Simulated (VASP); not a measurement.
# As3P13 (P1) in VASP: notebook

As3P13 is run at these levels: PBE+D3(BJ); tasks: single point.

Everything below comes from runs of VASP 6.6.1. Logs are shortened: lines on timing, memory, paths and dates and some standing lists are left out, and cuts for length are marked.

**1. The cell of the first run**

The typed cell holds 16 atoms: a = 6.873 Å, b = 6.909 Å, c = 7.249 Å, α = 68.69°, β = 68.85°, γ = 75.69°.

**2. Single point, PBE+D3(BJ)**

Input file INCAR:

```
SYSTEM = As3P13
PREC = Accurate
ENCUT = 520
EDIFF = 1E-6
ISMEAR = 0
SIGMA = 0.1
LREAL = Auto
LASPH = .TRUE.
NELM = 80
ALGO = Normal
ISIF = 2
LWAVE = .FALSE.
LCHARG = .TRUE.
GGA = PE
IVDW = 12
LELF = .TRUE.
LVHAR = .TRUE.
NBANDS = 54
```

Input file KPOINTS:

```
regular mesh
0
G
  2 2 2
  0 0 0
```

Input file POSCAR:

```
As3P13
1.0
    1.6961994671      5.1580693046      4.2133558785
    1.6981002070      5.1816427652     -4.2422073668
   -5.0839774969      5.1670093327     -0.0129584644
As P
3 13
Direct
    0.1126635722      0.0545506337      0.0686593829
    0.8751120252      0.7958981090      0.5577311052
    0.4374653310      0.9938978594      0.7959897694
    0.6140464514      0.5374046536      0.0493360547
    0.3621542905      0.3056508326      0.5431961289
    0.5758920990      0.0085266629      0.1982079179
    0.0828585546      0.5103822457      0.1950134177
    0.3320883355      0.7556396969      0.6929365255
    0.8304408248      0.2583629191      0.6983735619
    0.1318685975      0.2114163378      0.4483479625
    0.6305201190      0.7073037324      0.4428046191
    0.8774656412      0.9597917899      0.9509338137
    0.3819460177      0.4577446187      0.9431438794
    0.6555503254      0.2444759332      0.2998598574
    0.1844471668      0.7235232200      0.3019689894
    0.9154806482      0.4754307550      0.8134970146
```

Potentials or basis: VASP PAW PBE potentials, release 64 (As, P).

Run with:

```console
$ cat potpaw_PBE.64/As/POTCAR potpaw_PBE.64/P/POTCAR > POTCAR
$ mpirun -np 1 vasp_std > vasp.out
```

OUTCAR:

```text
SYSTEM = As3P13
   PREC = Accurate
   ENCUT = 520
   EDIFF = 1E-6
   ISMEAR = 0
   LREAL = Auto
   LASPH = .TRUE.
   NELM = 80
   ISIF = 2
   GGA = PE
   IVDW = 12
 IVDW          = 12

 ion  position               nearest neighbor table
   1  0.113  0.055  0.069-  15 2.36  12 2.39   3 2.45
   2  0.875  0.796  0.558-  16 2.35  15 2.35  11 2.41
   3  0.437  0.994  0.796-   5 2.35   8 2.38   1 2.45
   4  0.614  0.537  0.049-  14 2.21  16 2.22  13 2.25
   5  0.362  0.306  0.543-  14 2.22  10 2.24   3 2.35
   6  0.576  0.009  0.198-  11 2.24  12 2.24  14 2.26
[... 8 lines left out ...]
  15  0.184  0.724  0.302-   7 2.23   2 2.35   1 2.36
  16  0.915  0.475  0.813-   4 2.22   9 2.23   2 2.35

  LATTYP: Found a triclinic cell.
 ALAT       =     6.9086387517
 B/A-ratio  =     1.2239164072
 C/A-ratio  =     1.0492358802
 COS(alpha) =     0.0036172582
 COS(beta)  =     0.3633331928
 COS(gamma) =     0.6161877338

  Lattice vectors:

 A1 = (   1.6981002070,   5.1816427652,  -4.2422073668)
 A2 = (   0.0019007399,   0.0235734606,  -8.4555632453)
 A3 = (  -5.0839774969,   5.1670093327,  -0.0129584644)

Analysis of symmetry for initial positions (statically):
=====================================================================
 Subroutine PRICEL returns:
 Original cell was already a primitive cell.

 Routine SETGRP: Setting up the symmetry group for a
 triclinic supercell.

 Subroutine GETGRP returns: Found  1 space group operations
 (whereof  1 operations were pure point group operations)
 out of a pool of  2 trial point group operations.

The static configuration has the point symmetry C_1 .

Analysis of symmetry for dynamics (positions and initial velocities):
=====================================================================
 Subroutine PRICEL returns:
 Original cell was already a primitive cell.

 Routine SETGRP: Setting up the symmetry group for a
 triclinic supercell.

 Subroutine GETGRP returns: Found  1 space group operations
 (whereof  1 operations were pure point group operations)
 out of a pool of  2 trial point group operations.

The dynamic configuration has the point symmetry C_1 .

 Subroutine INISYM returns: Found  1 space group operations
 (whereof  1 operations are pure point group operations),
 and found     1 'primitive' translations

[... 109 lines left out ...]
   IBRION =     -1    ionic relax: 0-MD 1-quasi-New 2-CG
   NFREE  =      0    steps in history (QN), initial steepest desc. (CG)
   ISIF   =      2    stress and relaxation
   ISYM   =      2    0-nonsym 1-usesym 2-fastsym
   POTIM  = 0.5000    time-step for ionic-motion
   TEBEG  =    0.0;   TEEND  =   0.0 temperature during run
   PSTRESS=    0.0 pullay stress
   NELECT =      80.0000    total number of electrons
   NUPDOWN=      -1.0000    fix difference up-down
   EMIN   =  10.00;   EMAX   =-10.00  energy-range for DOS
   EFERMI =   0.00;   METHOD = LEGACY
   ISMEAR =     0;   SIGMA  =   0.10  broadening in eV -4-tet -1-fermi 0-gaus
   EFERMI_NEDOS =   21; number of points for ismear=-14 and -15
   IALGO  =     38    algorithm
   IMIX   =      4    mixing-type and parameters
     AMIX     =   0.40;   BMIX     =  1.00
     AMIX_MAG =   1.60;   BMIX_MAG =  1.00
  volume/ion in A,a.u.               =      18.52       125.01
  Fermi-wavevector in a.u.,A,eV,Ry     =   1.057998  1.999327 15.229819  1.119360
  Thomas-Fermi vector in A             =   2.193291
   LORBIT       =      0    0 simple, 1 ext, 2 COOP (PROOUT), +10 PAW based schemes
   GGA     = PE    functional components
   LHFCALC =     F    Hartree Fock is set to
   AEXX    =    0.0000 exact exchange contribution
   IVDW    =    12    specifies the selected vdW correction
   LEPSILON=     F    determine dielectric tensor
   LRPA    =     F    only Hartree local field effects (RPA)
 non-spin polarized calculation
 Gauss-broadening in eV      SIGMA  =   0.10
  energy-cutoff  :      520.00
  volume of cell :      296.39
 maximum number of plane-waves:      8010
 NGX is ok and might be reduce to    54
   NGX = 25   NGY = 25   NGZ = 27

 number of electron      79.9999999 magnetization

 Free energy of the ion-electron system (eV)
  ---------------------------------------------------
  ext. energy  EPLUGINS =         0.00000000
  ---------------------------------------------------
  free energy    TOTEN  =       -83.16499116 eV

  energy without entropy =      -83.16499099  energy(sigma->0) =      -83.16499108

 E-fermi :   6.8244     XC(G=0): -10.1594

 val. band max:        6.4878112843   @ k =   0.5000   0.5000   0.5000
 cond. band min:       7.1609398434   @ k =   0.5000   0.5000   0.5000
 fundamental gap:      0.6731285590
 Fermi energy:         6.8243712161

 k-point     1 :       0.0000    0.0000    0.0000
  band No.  band energies     occupation
      1      -8.9047      2.00000
      2      -6.6442      2.00000
      3      -6.6157      2.00000
      4      -6.6012      2.00000
      5      -6.5416      2.00000
      6      -5.9899      2.00000
[... 429 lines left out ...]
     51       9.9394      0.00000
     52       9.9832      0.00000
 [bands above 52 left out]

------------------------ aborting loop because EDIFF is reached ----------------------------------------

 Edisp (eV)   -6.37249

 E8    (eV) :    -2.4720

  FORCE on cell =-STRESS in cart. coord.  units (eV):
  Direction    XX          YY          ZZ          XY          YZ          ZX
  --------------------------------------------------------------------------------------
  -------------------------------------------------------------------------------------
  Total      -1.20027     0.88930    -1.79793    -0.49995     0.21611    -0.05437
  in kB      -6.48827     4.80728    -9.71902    -2.70255     1.16820    -0.29389
  external pressure =       -3.80 kB  Pullay stress =        0.00 kB

 VOLUME and BASIS-vectors are now :
 -----------------------------------------------------------------------------
  energy-cutoff  :      520.00
  volume of cell :      296.39
      direct lattice vectors                 reciprocal lattice vectors
     1.696199467  5.158069305  4.213355878     0.073729111  0.072841464  0.118484983
     1.698100207  5.181642765 -4.242207367     0.073678201  0.072198167 -0.118047487
    -5.083977497  5.167009333 -0.012958464    -0.147488409  0.048417479  0.000101830

 POSITION                                       TOTAL-FORCE (eV/Angst)
 -----------------------------------------------------------------------------------
     -0.06533      1.21855      0.24239        -0.021498     -0.000634     -0.117962
      0.00039     11.51975      0.30357         0.009025      0.009947     -0.095602
     -1.61703     11.51939     -2.38344         0.063780      0.000890      0.110090
      1.70329      6.20685      0.30677        -0.003920     -0.022352      0.027575
     -1.62829      6.25849      0.22221         0.072746     -0.031045     -0.024923
     -0.01638      4.03882      2.38770        -0.017997      0.047955     -0.014160
[... 8 lines left out ...]
      0.00627      6.26071     -2.29611         0.001144     -0.043073      0.070510
     -1.77563     11.38897      1.82983        -0.049142     -0.017260      0.042881
 -----------------------------------------------------------------------------------
    total drift:                                0.005043     -0.011963     -0.004701

  FREE ENERGIE OF THE ION-ELECTRON SYSTEM (eV)
  ---------------------------------------------------
  free  energy   TOTEN  =       -89.5374861116 eV

  energy  without entropy=      -89.5374859418  energy(sigma->0) =      -89.53748603
```

stdout:

```text
POSCAR found type information on POSCAR AsP
 POSCAR found :  2 types and      16 ions
 scaLAPACK will be used
 LDA part: xc-table for (Slater+PW92), standard interpolation
 POSCAR, INCAR and KPOINTS ok, starting setup
 FFT: planning ... GRIDC
 FFT: planning ... GRID_SOFT
 FFT: planning ... GRID
 WAVECAR not read
 entering main loop
```

It took 7.4 min on 1 thread of Oxide Virtual Turin-like, shared host; peak memory 0.38 GiB.

What came out:

```yaml
Free_energy: -89.5375 eV
Pressure: -0.4 GPa
Largest_force: 0.127 eV/Å
Band_gap_on_the_k_mesh: 0.67 eV, direct
Dispersion_energy_per_atom: -0.398 eV
```

Forces in eV/Å, atoms in the order of the input:
```
As  -0.021 -0.001 -0.118
As   0.009  0.010 -0.096
As   0.064  0.001  0.110
P   -0.004 -0.022  0.028
P    0.073 -0.031 -0.025
P   -0.018  0.048 -0.014
P   -0.013  0.032  0.000
P    0.016  0.006  0.005
P   -0.038  0.005 -0.018
P    0.017  0.008  0.006
P   -0.030 -0.005 -0.002
P    0.000 -0.012  0.004
P   -0.016  0.033  0.005
P    0.010 -0.012  0.001
P    0.001 -0.043  0.071
P   -0.049 -0.017  0.043
```

Levels at points of the mesh, in eV from the valence-band top:
```
           k point  band 38  band 39  band 40  band 41  band 42  band 43
(0.00, 0.00, 0.00)    -1.18    -1.12    -0.94     1.07     1.17     1.46
(0.50, 0.00, 0.00)    -1.24    -0.94    -0.75     0.91     1.07     1.95
(0.00, 0.50, 0.00)    -1.11    -0.80    -0.76     0.95     1.07     1.85
(0.50, 0.50, 0.00)    -0.71    -0.40    -0.38     0.77     0.83     1.51
(0.00, 0.00, 0.50)    -0.90    -0.76    -0.66     1.30     1.32     1.63
(0.50, 0.00, 0.50)    -0.99    -0.79    -0.72     1.18     1.37     1.57
(0.00, 0.50, 0.50)    -1.00    -0.73    -0.66     1.23     1.33     1.61
(0.50, 0.50, 0.50)    -1.56    -1.41     0.00     0.67     1.06     1.13
```

Caveat: the k points lie up to 0.49 Å⁻¹ apart.

(Part 1 of 2 ends here.)
